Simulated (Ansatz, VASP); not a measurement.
# Ta in VASP and in Ansatz

```
Ta
1.0
     2.90037    0.00000    0.00000
    -1.45019    2.51179    0.00000
     0.00000    0.00000    5.16627
Ta
2
Cartesian
  1.4502 0.8373 3.8747
  0.0000 1.6745 1.2916
```

Alike in both runs: task single point; functional LDA; k mesh 13 × 13 × 7; occupations fermi-dirac, width 0.1 eV; no spin polarisation.

```csv
,VASP,Ansatz
version,VASP 6.6.1,Ansatz 0.2.0
potentials or method,"VASP PAW LDA potentials, release 64 (Ta_pv)","plane waves, PAW"
plane-wave cutoff (eV),500,420
valence electrons in the cell,22,26
```

|  | VASP | Ansatz | Ansatz less VASP |
| --- | --- | --- | --- |
| pressure (GPa) | -11.0 | -11.6 | -0.58 |
| traceless stress, the component that is largest in VASP (GPa) | 0.86 | 0.83 | -0.036 |

LDA's correlation is that of Perdew and Zunger in VASP and of Perdew and Wang (1992) in Ansatz. VASP's potentials hold 22 valence electrons a cell and Ansatz's 26, so a difference there can come from the potentials and not from the codes.

Neither program's run includes spin-orbit coupling.
